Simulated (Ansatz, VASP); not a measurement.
CdF2: VASP beside Ansatz

```
Cd F
1.0
     0.00000    2.72945    2.72945
     2.72945    0.00000    2.72945
     2.72945    2.72945    0.00000
Cd F
1 2
Direct
  0.00000 0.00000 0.00000
  0.75000 0.75000 0.75000
  0.25000 0.25000 0.25000
```

Change from the starting cell: volume scaled by 1.04.

Alike in both runs: task single point; functional PBEsol; k mesh 9 × 9 × 9; occupations fermi-dirac, width 0.05 eV; no spin polarisation.

|  | VASP | Ansatz |
| --- | --- | --- |
| version | VASP 6.6.1 | Ansatz 0.2.0 |
| potentials or method | VASP PAW PBE potentials, release 64 (Cd, F), cutoff 520 eV | all-electron LAPW, scalar-relativistic |

|  | VASP | Ansatz | Ansatz less VASP |
| --- | --- | --- | --- |
| gap on the k mesh at the Fermi level (eV) | 2.80 | 2.82 | +0.023 |
| least direct gap on the mesh (eV) | 3.31 | 3.33 | +0.024 |
| pressure (GPa) | -3.5 | -4.1 | -0.61 |

VASP's potentials were made for PBE, not for PBEsol. Ansatz ran all-electron here, and VASP with PAW potentials.
